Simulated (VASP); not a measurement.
# Mg3H3O4 (a cell with a defect) in VASP: further runs

The runs below take Mg3H3O4 (a cell with a defect) through single point, with PBEsol.

Program: VASP 6.6.1. These are calculated values, not measurements. Logs are shortened: lines on timing, memory, paths and dates and some standing lists are left out, and cuts for length are marked.

## 1. The cell of the first run

The cell holds a defect, 20 atoms: a = 5.309 Å, b = 5.309 Å, c = 7.284 Å, α = 90.00°, β = 90.00°, γ = 120.00°.

## 2. Single point, PBEsol

Contents of INCAR:

```
PREC = Accurate
ENCUT = 520
EDIFF = 1E-6
ISMEAR = 0
SIGMA = 0.05
LREAL = Auto
LASPH = T
NELM = 80
ALGO = Normal
ISIF = 2
LWAVE = F
LCHARG = F
GGA = PS
NELECT = 64.0
NBANDS = 49
```

Contents of KPOINTS:

```
regular mesh
0
Gamma
  6 6 4
```

Contents of POSCAR:

```
Mg3H3O4
1.0
    4.5975141488     -2.6543760314      0.0000000000
    0.0000000000      5.3087520628      0.0000000000
    0.0000000000      0.0000000000      7.2844478007
Mg H O
6 6 8
Direct
    0.3637232961      0.3333334046      0.8475073429
    0.0000000000      0.6970564751      0.8475073429
    0.6362768891      0.9696101952      0.8475073429
    0.0000000000      0.3333333294      0.1325208206
    0.6666665726      0.6666666157      0.1851981148
    0.3333333950      1.0000000210      0.1851981148
    0.0000000000      0.3333333294      0.3760694118
    0.6666665726      0.6666666157      0.5596970576
    0.3333333950      1.0000000210      0.5596970576
    0.3363443700      0.3333332228      0.4614913981
    0.0000000000      0.6696777242      0.4614913981
    0.6636555976      0.9969888307      0.4614913981
    0.6666665726      0.6666666157      0.6930183506
    0.3333333950      1.0000000210      0.6930183506
    0.2900573999      0.3333334066      0.3316483371
    0.0000000000      0.6233907632      0.3316483371
    0.7099425677      1.0432759846      0.3316483371
    0.6726848249      0.3333334190      0.0015777448
    0.3273153603      0.6606486808      0.0015777448
    0.0000000000      0.0060179868      0.0015777448
```

Potentials or basis: VASP PAW PBE potentials, release 64 (Mg, H, O).

Command:

```bash
cat potpaw_PBE.64/Mg/POTCAR potpaw_PBE.64/H/POTCAR potpaw_PBE.64/O/POTCAR > POTCAR
mpirun -np 1 vasp_std > vasp.out
```

OUTCAR:

```text
PREC = Accurate
   ENCUT = 520
   EDIFF = 1E-6
   ISMEAR = 0
   LREAL = Auto
   LASPH = T
   NELM = 80
   ISIF = 2
   GGA = PS
   NELECT = 64.0

 ion  position               nearest neighbor table
   1  0.364  0.333  0.848-  18 1.99  13 2.03  14 2.03  19 2.16  20 2.16   4 2.84   2 2.94   3 2.94
                             3 2.94   2 2.94   5 2.99   6 2.99   2 3.34   3 3.34
   2  0.000  0.697  0.848-  20 1.99  14 2.03  13 2.03  18 2.16  19 2.16   4 2.84   1 2.94   3 2.94
                             3 2.94   1 2.94   6 2.99   5 2.99   3 3.34   1 3.34
   3  0.636  0.970  0.848-  19 1.99  14 2.03  13 2.03  20 2.16  18 2.16   4 2.84   1 2.94   1 2.94
                             2 2.94   2 2.94   6 2.99   5 2.99   2 3.34   1 3.34
   4  0.000  0.333  0.133-   7 1.77  18 1.98  20 1.98  19 1.98  15 2.12  17 2.12  16 2.12   3 2.84
                             2 2.84   1 2.84   5 3.09   6 3.09   6 3.09   6 3.09   5 3.09   5 3.09
   5  0.667  0.667  0.185-  15 2.17  16 2.17  17 2.17  19 2.23  18 2.23  20 2.23   1 2.99   3 2.99
                             2 2.99   6 3.07   6 3.07   6 3.07   4 3.09   4 3.09   4 3.09
   6  0.333  0.000  0.185-  17 2.17  16 2.17  15 2.17  19 2.23  20 2.23  18 2.23   3 2.99   1 2.99
                             2 2.99   5 3.07   5 3.07   5 3.07   4 3.09   4 3.09   4 3.09
   7  0.000  0.333  0.376-   4 1.77
   8  0.667  0.667  0.560-  13 0.97
   9  0.333  0.000  0.560-  14 0.97
  10  0.336  0.333  0.461-  15 0.98
  11  0.000  0.670  0.461-  16 0.98
  12  0.664  0.997  0.461-  17 0.98
  13  0.667  0.667  0.693-   8 0.97   1 2.03   3 2.03   2 2.03
  14  0.333  0.000  0.693-   9 0.97   3 2.03   1 2.03   2 2.03
  15  0.290  0.333  0.332-  10 0.98   4 2.12   5 2.17   6 2.17
  16  0.000  0.623  0.332-  11 0.98   4 2.12   6 2.17   5 2.17
  17  0.710  0.043  0.332-  12 0.98   4 2.12   6 2.17   5 2.17
  18  0.673  0.333  0.002-   4 1.98   1 1.99   2 2.16   3 2.16   5 2.23   6 2.23
  19  0.327  0.661  0.002-   4 1.98   3 1.99   1 2.16   2 2.16   5 2.23   6 2.23
  20  0.000  0.006  0.002-   4 1.98   2 1.99   3 2.16   1 2.16   6 2.23   5 2.23

  LATTYP: Found a hexagonal cell.
 ALAT       =     5.3087520628
 C/A-ratio  =     1.3721582237

  Lattice vectors:

 A1 = (   4.5975141488,  -2.6543760314,   0.0000000000)
 A2 = (   0.0000000000,   5.3087520628,   0.0000000000)
 A3 = (   0.0000000000,   0.0000000000,   7.2844478007)

Analysis of symmetry for initial positions (statically):
=====================================================================
 Subroutine PRICEL returns:
 Original cell was already a primitive cell.

 Routine SETGRP: Setting up the symmetry group for a
 hexagonal supercell.

 Subroutine GETGRP returns: Found  6 space group operations
 (whereof  2 operations were pure point group operations)
 out of a pool of 24 trial point group operations.

The static configuration has the point symmetry C_1h.
 The point group associated with its full space group is C_3v.

Analysis of symmetry for dynamics (positions and initial velocities):
=====================================================================
 Subroutine PRICEL returns:
 Original cell was already a primitive cell.

 Routine SETGRP: Setting up the symmetry group for a
 hexagonal supercell.

 Subroutine GETGRP returns: Found  6 space group operations
 (whereof  2 operations were pure point group operations)
 out of a pool of 24 trial point group operations.

The dynamic configuration has the point symmetry C_1h.
 The point group associated with its full space group is C_3v.

 Subroutine INISYM returns: Found  6 space group operations
 (whereof  2 operations are pure point group operations),
 and found     1 'primitive' translations

----------------------------------------------------------------------------------------

                                     Primitive cell

  volume of cell :     177.7920

  direct lattice vectors                    reciprocal lattice vectors
     4.597514149 -2.654376031  0.000000000     0.217508847  0.000000000  0.000000000
     0.000000000  5.308752063  0.000000000     0.108754423  0.188368187  0.000000000
     0.000000000  0.000000000  7.284447801     0.000000000  0.000000000  0.137278765

  length of vectors
     5.308752063  5.308752063  7.284447801     0.217508847  0.217508847  0.137278765

  position of ions in fractional coordinates (direct lattice)
     0.363723296  0.333333405  0.847507343
     0.000000000  0.697056475  0.847507343
     0.636276889  0.969610195  0.847507343
     0.000000000  0.333333329  0.132520821
     0.666666573  0.666666616  0.185198115
     0.333333395  0.000000021  0.185198115
[... 12 lines left out ...]
     0.327315360  0.660648681  0.001577745
     0.000000000  0.006017987  0.001577745

  ion indices of the primitive-cell ions
   primitive index   ion index
                 1           1
                 2           2
                 3           3
                 4           4
                 5           5
                 6           6
[... 12 lines left out ...]
                19          19
                20          20

----------------------------------------------------------------------------------------

 KPOINTS: regular mesh

Automatic generation of k-mesh.
 Grid dimensions read from file:
 generate k-points for:    6    6    4

 Generating k-lattice:

  Cartesian coordinates                     Fractional coordinates (reciprocal lattice)
     0.036251474  0.000000000  0.000000000     0.166666667  0.000000000  0.000000000
     0.018125737  0.031394698  0.000000000    -0.000000000  0.166666667  0.000000000
     0.000000000  0.000000000  0.034319691     0.000000000  0.000000000  0.250000000

  Length of vectors
     0.036251474  0.036251474  0.034319691

  Shift w.r.t. Gamma in fractional coordinates (k-lattice)
     0.000000000  0.000000000  0.000000000

 Subroutine IBZKPT returns following result:
 ===========================================

 Found     24 irreducible k-points:

 Following reciprocal coordinates:
            Coordinates               Weight
  0.000000  0.000000  0.000000      1.000000
  0.166667  0.000000  0.000000      6.000000
  0.333333  0.000000  0.000000      6.000000
  0.500000  0.000000  0.000000      3.000000
  0.166667  0.166667  0.000000      6.000000
  0.333333  0.166667  0.000000     12.000000
[... 16 lines left out ...]
  0.333333  0.166667  0.500000     12.000000
  0.333333  0.333333  0.500000      2.000000
   k-points           NKPTS =     24   k-points in BZ     NKDIM =     24   number of bands    NBANDS=     49
   number of dos      NEDOS =    301   number of ions     NIONS =     20
   total plane-waves  NPLWV =  86400
   dimension x,y,z NGX =    40 NGY =   40 NGZ =   54
   dimension x,y,z NGXF=    80 NGYF=   80 NGZF=  108
   ions per type =               6   6   8
   NGX,Y,Z   is equivalent  to a cutoff of  12.53, 12.53, 12.32 a.u.
   NGXF,Y,Z  is equivalent  to a cutoff of  25.05, 25.05, 24.65 a.u.
 SYSTEM =  unknown system
   PREC   = accura    normal or accurate (medium, high low for compatibility)
   ISTART =      0    job   : 0-new  1-cont  2-samecut
   ICHARG =      2    charge: 1-file 2-atom 10-const
   ISPIN  =      1    spin polarized calculation?
   LNONCOLLINEAR =      F non collinear calculations
   LSORBIT =      F    spin-orbit coupling
   LASPH  =      T    aspherical Exc in radial PAW
   ENCUT  =  520.0 eV  38.22 Ry    6.18 a.u.   9.87  9.87 13.54*2*pi/ulx,y,z
   NELM   =     80;   NELMIN=  2; NELMDL= -5     # of ELM steps
   EDIFF  = 0.1E-05   stopping-criterion for ELM
   LREAL  =      T    real-space projection
   EDIFFG = 0.1E-04   stopping-criterion for IOM
   NSW    =      0    number of steps for IOM
   IBRION =     -1    ionic relax: 0-MD 1-quasi-New 2-CG
   NFREE  =      0    steps in history (QN), initial steepest desc. (CG)
   ISIF   =      2    stress and relaxation
   ISYM   =      2    0-nonsym 1-usesym 2-fastsym
   POTIM  = 0.5000    time-step for ionic-motion
   TEBEG  =    0.0;   TEEND  =   0.0 temperature during run
   PSTRESS=    0.0 pullay stress
   NELECT =      64.0000    total number of electrons
   NUPDOWN=      -1.0000    fix difference up-down
   EMIN   =  10.00;   EMAX   =-10.00  energy-range for DOS
   EFERMI =   0.00;   METHOD = LEGACY
   ISMEAR =     0;   SIGMA  =   0.05  broadening in eV -4-tet -1-fermi 0-gaus
   EFERMI_NEDOS =   21; number of points for ismear=-14 and -15
   IALGO  =     38    algorithm
   IMIX   =      4    mixing-type and parameters
     AMIX     =   0.40;   BMIX     =  1.00
     AMIX_MAG =   1.60;   BMIX_MAG =  1.00
  volume/ion in A,a.u.               =       8.89        59.99
  Fermi-wavevector in a.u.,A,eV,Ry     =   1.164566  2.200711 18.452411  1.356214
  Thomas-Fermi vector in A             =   2.301102
   LORBIT       =      0    0 simple, 1 ext, 2 COOP (PROOUT), +10 PAW based schemes
   GGA     = PS    functional components
   LHFCALC =     F    Hartree Fock is set to
   AEXX    =    0.0000 exact exchange contribution
   IVDW    =     0    specifies the selected vdW correction
   LEPSILON=     F    determine dielectric tensor
   LRPA    =     F    only Hartree local field effects (RPA)
 non-spin polarized calculation
 Gauss-broadening in eV      SIGMA  =   0.05
  energy-cutoff  :      520.00
  volume of cell :      177.79
 maximum number of plane-waves:      4808
   NGX = 19   NGY = 19   NGZ = 27

 number of electron      63.9999989 magnetization

 Free energy of the ion-electron system (eV)
  ---------------------------------------------------
  ext. energy  EPLUGINS =         0.00000000
  ---------------------------------------------------
  free energy    TOTEN  =      -114.86085541 eV

  energy without entropy =     -114.86085541  energy(sigma->0) =     -114.86085541

 E-fermi :   1.1943     XC(G=0):  -9.7822

 val. band max:        0.8851522568   @ k =   0.0000   0.0000   0.0000
 cond. band min:       3.9006823171   @ k =   0.0000   0.0000   0.0000
 fundamental gap:      3.0155300603
 Fermi energy:         1.1942711952

 k-point     1 :       0.0000    0.0000    0.0000
  band No.  band energies     occupation
      1     -17.5342      2.00000
      2     -16.7222      2.00000
      3     -16.6157      2.00000
      4     -16.6157      2.00000
      5     -16.4334      2.00000
      6     -15.0090      2.00000
[... 36 lines left out ...]
     43      11.7846      0.00000
     44      11.8830      0.00000

 k-point     2 :       0.1667    0.0000    0.0000
  band No.  band energies     occupation
      1     -17.4861      2.00000
      2     -16.7613      2.00000
      3     -16.6480      2.00000
      4     -16.5961      2.00000
      5     -16.4370      2.00000
      6     -14.9580      2.00000
[... 36 lines left out ...]
     43      11.4124      0.00000
     44      11.5635      0.00000

 k-point     3 :       0.3333    0.0000    0.0000
  band No.  band energies     occupation
      1     -17.3624      2.00000
      2     -16.8681      2.00000
      3     -16.7062      2.00000
      4     -16.5514      2.00000
      5     -16.4551      2.00000
      6     -14.8187      2.00000
[... 976 lines left out ...]
     43      11.4556      0.00000
     44      11.6748      0.00000

 k-point    24 :       0.3333    0.3333    0.5000
  band No.  band energies     occupation
      1     -17.2249      2.00000
      2     -16.8664      2.00000
      3     -16.8664      2.00000
      4     -16.5015      2.00000
      5     -16.5015      2.00000
      6     -14.5824      2.00000
[... 36 lines left out ...]
     43      11.4363      0.00000
     44      11.7226      0.00000
 [bands above 44 left out]

------------------------ aborting loop because EDIFF is reached ----------------------------------------

  FORCE on cell =-STRESS in cart. coord.  units (eV):
  Direction    XX          YY          ZZ          XY          YZ          ZX
  --------------------------------------------------------------------------------------
  -------------------------------------------------------------------------------------
  Total      -16.1025001    -16.1025001    -10.6164348      0.0000000      0.0000000     -0.0000000
  in kB     -145.1081279   -145.1081279    -95.6702980      0.0000000      0.0000000     -0.0000000
  external PRESSURE =    -128.6288513 kB  Pullay stress =       0.0000000 kB

 VOLUME and BASIS-vectors are now :
 -----------------------------------------------------------------------------
  energy-cutoff  :      520.00
  volume of cell :      177.79
      direct lattice vectors                 reciprocal lattice vectors
     4.597514149 -2.654376031  0.000000000     0.217508847  0.000000000  0.000000000
     0.000000000  5.308752063  0.000000000     0.108754423  0.188368187  0.000000000
     0.000000000  0.000000000  7.284447801     0.000000000  0.000000000  0.137278765

 POSITION                                       TOTAL-FORCE (eV/Angst)
 -----------------------------------------------------------------------------------
      1.67222      0.80413      6.17362         0.014646     -0.008456      0.024268
      0.00000      3.70050      6.17362        -0.000000      0.016912      0.024268
      2.92529      3.45850      6.17362        -0.014646     -0.008456      0.024268
      0.00000      1.76958      0.96534        -0.000000      0.000000      0.005452
      3.06501      1.76958      1.34907        -0.000000      0.000000     -0.015220
      1.53250     -0.88479      1.34907        -0.000000      0.000000     -0.015220
[... 12 lines left out ...]
      1.50484      2.63840      0.01149        -0.002748     -0.001587     -0.005809
      0.00000      0.03195      0.01149        -0.000000      0.003173     -0.005809
 -----------------------------------------------------------------------------------
    total drift:                                0.000170     -0.001850      0.006935

  FREE ENERGIE OF THE ION-ELECTRON SYSTEM (eV)
  ---------------------------------------------------
  free  energy   TOTEN  =      -114.8608554146 eV

  energy  without entropy=     -114.8608554146  energy(sigma->0) =     -114.86085541
```

It took 7 min on 1 thread of AMD EPYC 7R43 (Zen 3), shared host; peak memory 0.31 GiB.

What came out:

| Property | Result |
| --- | --- |
| Free energy | -114.8609 eV |
| Largest force | 0.133 eV/Å |

Forces on the atoms (eV/Å):
```
Mg   0.015 -0.008  0.024
Mg   0.000  0.017  0.024
Mg  -0.015 -0.008  0.024
Mg   0.000  0.000  0.005
Mg   0.000  0.000 -0.015
Mg   0.000  0.000 -0.015
H    0.000  0.000  0.010
H    0.000  0.000 -0.133
H    0.000  0.000 -0.133
H    0.023 -0.013  0.125
H    0.000  0.027  0.125
H   -0.023 -0.013  0.125
O    0.000  0.000  0.121
O    0.000  0.000  0.121
O   -0.010  0.006 -0.131
O    0.000 -0.012 -0.131
O    0.010  0.006 -0.131
O    0.003 -0.002 -0.006
O   -0.003 -0.002 -0.006
O    0.000  0.003 -0.006
```

Levels at points of the mesh, in eV from the Fermi level:
```
           k point  band 30  band 31  band 32  band 33  band 34  band 35
(0.00, 0.00, 0.00)    -0.69    -0.31    -0.31     2.71     5.51     6.55
(0.50, 0.00, 0.00)    -0.87    -0.85    -0.66     4.57     5.72     6.09
(0.00, 0.00, 0.50)    -0.83    -0.33    -0.33     3.64     4.45     6.57
(0.50, 0.00, 0.50)    -0.92    -0.88    -0.64     4.59     5.89     6.08
```

Caveat: the cell carries a net charge on a neutralising background, which shifts energy and pressure; the cell is charged against a uniform background, so pressure and absolute levels hang on convention; the PAW data sets were made with another functional, which shifts forces and pressure a little.

[end of part 1 of 2]
